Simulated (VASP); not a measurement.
# VBiO4 (Dreyerite) (I4_1/amd) in VASP: single point with PBEsol

Aim: the single point of VBiO4 (Dreyerite) with PBEsol.

Program: VASP 6.6.1. These are calculated values, not measurements. Logs are shortened: lines on timing, memory, paths and dates and some standing lists are left out, and cuts for length are marked.

## (1) The cell of the first run

Symmetry: I4_1/amd, No. 141, tetragonal system. Conventional cell: a = 7.303 Å, b = 7.303 Å, c = 6.584 Å, α = 90.00°, β = 90.00°, γ = 90.00°. Bi (site symmetry -4m2) has 8 O at 2.41 to 2.55 Å within 3.2 Å. V (site symmetry -4m2) has 4 O at 1.70 Å within 2.3 Å. O (site symmetry m) has 1 V at 1.70 Å within 2.3 Å.

## (2) Single point, PBEsol, collinear spin, ferromagnetic start

Input file INCAR:

```
PREC     = Accurate       # precision mode
ENCUT    = 600            # plane-wave cutoff, eV
EDIFF    = 1E-6           # SCF threshold, eV
ISMEAR   = -1             # smearing method
SIGMA    = 0.05           # smearing width, eV
LREAL    = F              # projectors in reciprocal space
LASPH    = T              # aspherical terms in the spheres
NELM     = 200            # most SCF steps
ALGO     = Normal         # electronic algorithm
ISIF     = 2              # what is computed and relaxed
LWAVE    = F              # write WAVECAR
LCHARG   = F              # write CHGCAR
ISPIN    = 2              # spin polarisation
MAGMOM   = 0 0 1.54 0.02 0 0 0 0 0 0 0 0 # initial moments
LORBIT   = 11             # projections on sites
LMAXMIX  = 4              # l up to which the mixer works
GGA      = PS             # functional
NBANDS   = 68             # bands
GGA_COMPAT= F            
KPAR     = 4
```

Input file KPOINTS:

```
regular mesh
0
Gamma
  6 6 6
```

Input file POSCAR:

```
VBiO4
1.0
   -3.6515000000      3.6515000000      3.2920000000
    3.6515000000     -3.6515000000      3.2920000000
    3.6515000000      3.6515000000     -3.2920000000
Bi V O
2 2 8
Direct
    0.0000000000      0.0000000000      0.0000000000
    0.7500000000      0.2500000000      0.5000000000
    0.2500000000      0.7500000000      0.5000000000
    0.5000000000      0.5000000000      0.0000000000
    0.6670000000      0.4890000000      0.8220000000
    0.2390000000      0.9170000000      0.3220000000
    0.6670000000      0.8450000000      0.1780000000
    0.5950000000      0.9170000000      0.6780000000
    0.0830000000      0.4050000000      0.3220000000
    0.5110000000      0.3330000000      0.1780000000
    0.0830000000      0.7610000000      0.6780000000
    0.1550000000      0.3330000000      0.8220000000
```

Potentials or basis: VASP PAW PBE potentials, release 64 (Bi_d, V_sv, O).

The run is started by

```
$ cat potpaw_PBE.64/Bi_d/POTCAR potpaw_PBE.64/V_sv/POTCAR potpaw_PBE.64/O/POTCAR > POTCAR
$ mpirun -np 4 vasp_std > vasp.out
```

OUTCAR:

```text
PREC = Accurate
   ENCUT = 600
   EDIFF = 1E-6
   ISMEAR = -1
   LREAL = F
   LASPH = T
   NELM = 200
   ISIF = 2
   ISPIN = 2
   LORBIT = 11
   GGA = PS

 ion  position               nearest neighbor table
   1  0.000  0.000  0.000-   6 2.41  11 2.41   9 2.41   8 2.41   7 2.55  12 2.55  10 2.55   5 2.55
                             4 3.29   4 3.29
   2  0.750  0.250  0.500-   5 2.41  10 2.41   7 2.41  12 2.41   8 2.55   9 2.55  11 2.55   6 2.55
                             3 3.29   3 3.29
   3  0.250  0.750  0.500-   8 1.70   9 1.70   6 1.70  11 1.70   2 3.29   2 3.29
   4  0.500  0.500  0.000-   7 1.70  12 1.70  10 1.70   5 1.70   1 3.29   1 3.29
   5  0.667  0.489  0.822-   4 1.70   2 2.41   1 2.55
   6  0.239  0.917  0.322-   3 1.70   1 2.41   2 2.55
   7  0.667  0.845  0.178-   4 1.70   2 2.41   1 2.55
   8  0.595  0.917  0.678-   3 1.70   1 2.41   2 2.55
   9  0.083  0.405  0.322-   3 1.70   1 2.41   2 2.55
  10  0.511  0.333  0.178-   4 1.70   2 2.41   1 2.55
  11  0.083  0.761  0.678-   3 1.70   1 2.41   2 2.55
  12  0.155  0.333  0.822-   4 1.70   2 2.41   1 2.55

  LATTYP: Found a body centered tetragonal cell.
 ALAT       =     7.3030000000
 C/A-ratio  =     0.9015473093

  Lattice vectors:

 A1 = (  -3.6515000000,   3.6515000000,   3.2920000000)
 A2 = (   3.6515000000,  -3.6515000000,   3.2920000000)
 A3 = (   3.6515000000,   3.6515000000,  -3.2920000000)

Analysis of symmetry for initial positions (statically):
=====================================================================
 Subroutine PRICEL returns:
 Original cell was already a primitive cell.

 Routine SETGRP: Setting up the symmetry group for a
 body centered tetragonal supercell.

 Subroutine GETGRP returns: Found 16 space group operations
 (whereof  8 operations were pure point group operations)
 out of a pool of 16 trial point group operations.

The static configuration has the point symmetry D_2d.
 The point group associated with its full space group is D_4h.

Analysis of symmetry for dynamics (positions and initial velocities):
=====================================================================
 Subroutine PRICEL returns:
 Original cell was already a primitive cell.

 Routine SETGRP: Setting up the symmetry group for a
 body centered tetragonal supercell.

 Subroutine GETGRP returns: Found 16 space group operations
 (whereof  8 operations were pure point group operations)
 out of a pool of 16 trial point group operations.

The dynamic configuration has the point symmetry D_2d.
 The point group associated with its full space group is D_4h.

Analysis of structural, dynamic, and magnetic symmetry:
=====================================================================
 Subroutine PRICEL returns:
 Original cell was already a primitive cell.

 Routine SETGRP: Setting up the symmetry group for a
 body centered tetragonal supercell.

 Subroutine GETGRP returns: Found  8 space group operations
 (whereof  8 operations were pure point group operations)
 out of a pool of 16 trial point group operations.

The overall configuration has the point symmetry D_2d.

 Subroutine INISYM returns: Found  8 space group operations
 (whereof  8 operations are pure point group operations),
 and found     1 'primitive' translations

----------------------------------------------------------------------------------------

                                     Primitive cell

  volume of cell :     175.5749

  direct lattice vectors                    reciprocal lattice vectors
    -3.651500000  3.651500000  3.292000000     0.000000000  0.136930029  0.151883354
     3.651500000 -3.651500000  3.292000000     0.136930029  0.000000000  0.151883354
     3.651500000  3.651500000 -3.292000000     0.136930029  0.136930029  0.000000000

  length of vectors
     6.124064704  6.124064704  6.124064704     0.204495442  0.204495442  0.193648304

  position of ions in fractional coordinates (direct lattice)
     0.000000000  0.000000000  0.000000000
     0.750000000  0.250000000  0.500000000
     0.250000000  0.750000000  0.500000000
     0.500000000  0.500000000  0.000000000
     0.667000000  0.489000000  0.822000000
     0.239000000  0.917000000  0.322000000
     0.667000000  0.845000000  0.178000000
     0.595000000  0.917000000  0.678000000
     0.083000000  0.405000000  0.322000000
     0.511000000  0.333000000  0.178000000
     0.083000000  0.761000000  0.678000000
     0.155000000  0.333000000  0.822000000
[... 90 lines left out ...]
   NSW    =      0    number of steps for IOM
   IBRION =     -1    ionic relax: 0-MD 1-quasi-New 2-CG
   NFREE  =      0    steps in history (QN), initial steepest desc. (CG)
   ISIF   =      2    stress and relaxation
   ISYM   =      2    0-nonsym 1-usesym 2-fastsym
   POTIM  = 0.5000    time-step for ionic-motion
   TEBEG  =    0.0;   TEEND  =   0.0 temperature during run
   PSTRESS=    0.0 pullay stress
   NELECT =     104.0000    total number of electrons
   NUPDOWN=      -1.0000    fix difference up-down
   EMIN   =  10.00;   EMAX   =-10.00  energy-range for DOS
   EFERMI =   0.00;   METHOD = LEGACY
   ISMEAR =    -1;   SIGMA  =   0.05  broadening in eV -4-tet -1-fermi 0-gaus
   EFERMI_NEDOS =   21; number of points for ismear=-14 and -15
   IALGO  =     38    algorithm
   IMIX   =      4    mixing-type and parameters
     AMIX     =   0.40;   BMIX     =  1.00
     AMIX_MAG =   1.60;   BMIX_MAG =  1.00
  volume/ion in A,a.u.               =      14.63        98.74
  Fermi-wavevector in a.u.,A,eV,Ry     =   1.374881  2.598149 25.719065  1.890298
  Thomas-Fermi vector in A             =   2.500267
   LORBIT       =     11    0 simple, 1 ext, 2 COOP (PROOUT), +10 PAW based schemes
   GGA     = PS    functional components
   LHFCALC =     F    Hartree Fock is set to
   AEXX    =    0.0000 exact exchange contribution
   IVDW    =     0    specifies the selected vdW correction
   LEPSILON=     F    determine dielectric tensor
   LRPA    =     F    only Hartree local field effects (RPA)
 spin polarized calculation
  energy-cutoff  :      600.00
  volume of cell :      175.57
 maximum number of plane-waves:      5885
 NGX is ok and might be reduce to    50
   NGX = 25   NGY = 25   NGZ = 25

 number of electron     104.0000025 magnetization       0.0000050

 number of electron     104.0000025 magnetization      -0.0000118

 Free energy of the ion-electron system (eV)
  ---------------------------------------------------
  ext. energy  EPLUGINS =         0.00000000
  ---------------------------------------------------
  free energy    TOTEN  =       -93.41520205 eV

  energy without entropy =      -93.41520205  energy(sigma->0) =      -93.41520205

 E-fermi :   3.8371     XC(G=0): -10.2345

 val. band max:        2.6601506913   @ k =  -0.3333  -0.3333   0.3333
 cond. band min:       5.4257822398   @ k =  -0.3333  -0.3333   0.3333
 fundamental gap:      2.7656315484
 Fermi energy:         3.8370988642

 spin component 1

 k-point     1 :       0.0000    0.0000    0.0000
  band No.  band energies     occupation
      1     -60.7126      1.00000
      2     -60.7122      1.00000
      3     -34.9387      1.00000
      4     -34.9386      1.00000
      5     -34.7627      1.00000
      6     -34.7627      1.00000
[... 1597 lines left out ...]
     63       7.7763      0.00000
     64       9.5227      0.00000

 [... further k-points ...]

 spin component 2

 k-point     1 :       0.0000    0.0000    0.0000
  band No.  band energies     occupation
      1     -60.7126      1.00000
      2     -60.7122      1.00000
      3     -34.9387      1.00000
      4     -34.9386      1.00000
      5     -34.7627      1.00000
      6     -34.7627      1.00000
[... 1597 lines left out ...]
     63       7.7763      0.00000
     64       9.5227      0.00000

 [... further k-points ...]

 [bands above 64 left out]

------------------------ aborting loop because EDIFF is reached ----------------------------------------

  FORCE on cell =-STRESS in cart. coord.  units (eV):
  Direction    XX          YY          ZZ          XY          YZ          ZX
  --------------------------------------------------------------------------------------
  -------------------------------------------------------------------------------------
  Total        0.1127123      0.1127123     -4.4389605      0.0000000     -0.0000000      0.0000000
  in kB        1.0285360      1.0285360    -40.5069398      0.0000000     -0.0000000      0.0000000
  external PRESSURE =     -12.8166226 kB  Pullay stress =       0.0000000 kB

 VOLUME and BASIS-vectors are now :
 -----------------------------------------------------------------------------
  energy-cutoff  :      600.00
  volume of cell :      175.57
      direct lattice vectors                 reciprocal lattice vectors
    -3.651500000  3.651500000  3.292000000     0.000000000  0.136930029  0.151883354
     3.651500000 -3.651500000  3.292000000     0.136930029  0.000000000  0.151883354
     3.651500000  3.651500000 -3.292000000     0.136930029  0.136930029  0.000000000

 POSITION                                       TOTAL-FORCE (eV/Angst)
 -----------------------------------------------------------------------------------
      0.00000      0.00000      0.00000         0.000000     -0.000000     -0.000000
      0.00000      3.65150      1.64600         0.000000     -0.000000      0.000000
      3.65150      0.00000      1.64600         0.000000      0.000000      0.000000
      0.00000      0.00000      3.29200         0.000000      0.000000      0.000000
      2.35157      3.65150      1.09953        -0.832801     -0.000000      0.550723
      3.65150     -1.29993      2.74553         0.000000     -0.832843      0.550761
      1.29993      0.00000      4.39153         0.832801      0.000000      0.550723
      3.65150      1.29993      2.74553         0.000000      0.832843      0.550761
      2.35157      0.00000      0.54647        -0.832843     -0.000000     -0.550761
     -0.00000      1.29993      2.19247         0.000000      0.832801     -0.550723
      4.95143     -0.00000      0.54647         0.832843      0.000000     -0.550761
      3.65150      2.35157     -1.09953         0.000000     -0.832801     -0.550723
 -----------------------------------------------------------------------------------
    total drift:                               -0.000000      0.000000     -0.000000

  FREE ENERGIE OF THE ION-ELECTRON SYSTEM (eV)
  ---------------------------------------------------
  free  energy   TOTEN  =       -93.4152020471 eV

  energy  without entropy=      -93.4152020471  energy(sigma->0) =      -93.41520205

 total charge

# of ion       s       p       d       tot
------------------------------------------
    1        1.676   0.685  10.014  12.374
    2        1.676   0.685  10.014  12.374
    3        2.421   6.472   3.345  12.238
    4        2.421   6.472   3.345  12.238
    5        1.575   3.416   0.000   4.991
    6        1.575   3.416   0.000   4.991
    7        1.575   3.416   0.000   4.991
    8        1.575   3.416   0.000   4.991
    9        1.575   3.416   0.000   4.991
   10        1.575   3.416   0.000   4.991
   11        1.575   3.416   0.000   4.991
   12        1.575   3.416   0.000   4.991
--------------------------------------------------
tot         20.793  41.640  26.718  89.150

 magnetization (x)

# of ion       s       p       d       tot
------------------------------------------
    1       -0.000   0.000   0.000   0.000
    2       -0.000  -0.000   0.000  -0.000
    3        0.000  -0.000  -0.000  -0.000
    4       -0.000  -0.000   0.000   0.000
    5       -0.000   0.000   0.000   0.000
    6        0.000   0.000   0.000   0.000
    7       -0.000   0.000   0.000   0.000
    8        0.000   0.000   0.000   0.000
    9        0.000   0.000   0.000   0.000
   10       -0.000   0.000   0.000   0.000
   11        0.000   0.000   0.000   0.000
   12       -0.000   0.000   0.000   0.000
--------------------------------------------------
tot          0.000   0.000   0.000   0.000
```

It took 4.7 min on 4 MPI ranks of Intel Xeon Platinum 8559C (Emerald Rapids), shared host; peak memory 0.86 GiB.

What came out:

```
Free energy                                           : -93.4152 eV
Pressure                                              : -1.3 GPa
Largest force                                         : 0.998 eV/Å
Band gap on the k mesh                                : 2.77 eV, direct
Net moment                                            : 0.00 μB per cell
Valence electrons inside the program's atomic spheres : Bi 12.37; V 12.24; O 4.99
```

Forces in eV/Å, atoms in the order of the input:
```
Bi   0.000  0.000  0.000
Bi   0.000  0.000  0.000
V    0.000  0.000  0.000
V    0.000  0.000  0.000
O   -0.833  0.000  0.551
O    0.000 -0.833  0.551
O    0.833  0.000  0.551
O    0.000  0.833  0.551
O   -0.833  0.000 -0.551
O    0.000  0.833 -0.551
O    0.833  0.000 -0.551
O    0.000 -0.833 -0.551
```

Stress tensor (GPa, compression positive):
```
 0.10  0.00  0.00
 0.00  0.10  0.00
 0.00  0.00 -4.05
```

Caveat: the PAW data sets were made with another functional, which shifts forces and pressure a little; spin-orbit coupling is left out, which moves the levels of the heavy elements. A k mesh can miss the band edges.
